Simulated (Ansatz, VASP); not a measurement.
# W in VASP and in Ansatz

```
W
1.0
    -1.53341    1.53341    1.66119
     1.53341   -1.53341    1.66119
     1.53341    1.53341   -1.66119
W
1
Direct
  0.00000 0.00000 0.00000
```

Change from the starting cell: strain -0.040 along x and y, +0.040 along z, atoms carried along.

Alike in both runs: task single point; functional PBE; k mesh 20 × 20 × 20; occupations gaussian, width 0.15 eV; no spin polarisation.

```csv
,VASP,Ansatz
version,VASP 6.6.1,Ansatz 0.2.0
potentials or method,"VASP PAW PBE potentials, release 64 (W_sv), cutoff 520 eV","scalar-relativistic, plane waves, PAW"
valence electrons in the cell,14,14
```

|  | VASP | Ansatz | Ansatz less VASP |
| --- | --- | --- | --- |
| gap on the k mesh at the Fermi level (eV) | none | none | - |
| pressure (GPa) | 11.9 | 11.3 | -0.64 |
| traceless stress, the component that is largest in VASP (GPa) | -16.07 | -16.08 | -0.016 |

A gap of «none» marks a metal or a gap that the smearing closes. The functional is the same, so the differences come from potentials, cutoffs and numerics.

Neither program's run includes spin-orbit coupling.
